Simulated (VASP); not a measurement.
Input of a VASP 6.6.1 run:

Contents of INCAR:

```
ALGO     = Normal         # electronic algorithm
EDIFF    = 1E-7           # SCF threshold, eV
ENCUT    = 520            # plane-wave cutoff, eV
GGA      = RP             # functional
ISIF     = 2              # what is computed and relaxed
ISMEAR   = -1             # smearing method
IVDW     = 12             # dispersion correction
LASPH    = T              # aspherical terms in the spheres
LCHARG   = T              # write CHGCAR
LELF     = T              # ELF
LREAL    = F              # projectors in reciprocal space
LVHAR    = T            
LWAVE    = F              # write WAVECAR
NBANDS   = 28             # bands
NELM     = 80             # most SCF steps
PREC     = Accurate       # precision mode
SIGMA    = 0.05           # smearing width, eV
```

File KPOINTS:

```
k-points
0
Gamma
  7 7 7
```

POSCAR

```
BaTiO3
1.0
    3.9729548958      0.0000000000      0.0000000000
    0.0000000000      3.9729548958      0.0000000000
    0.0000000000      0.0000000000      3.9910327445
Ba Ti O
1 1 3
Direct
    0.0000000000      0.0000000000      0.0000000000
    0.5000000000      0.5000000000      0.4900000000
    0.0000000000      0.5000000000      0.5170000000
    0.5000000000      0.0000000000      0.5170000000
    0.5000000000      0.5000000000      0.0190000000
```

Potentials or basis: VASP PAW PBE potentials, release 64 (Ba_sv, Ti_sv, O).

The run is started by

```console
$ cat potpaw_PBE.64/Ba_sv/POTCAR potpaw_PBE.64/Ti_sv/POTCAR potpaw_PBE.64/O/POTCAR > POTCAR
$ mpirun -np 1 vasp_std > vasp.out
```

Task: Predict the band gap on the k mesh.

Result: 1.95 eV, indirect (least direct gap 2.13 eV).

Task: What does it give for the pressure?

Result: -14.4 GPa.

Stress tensor (GPa, compression positive):
```
-14.74   0.00   0.00
  0.00 -14.74   0.00
  0.00   0.00 -13.81
```

Caveat: the PAW data sets were made with another functional, which shifts forces and pressure a little; spin-orbit coupling is left out, which moves the levels of the heavy elements. A k mesh can miss the band edges.
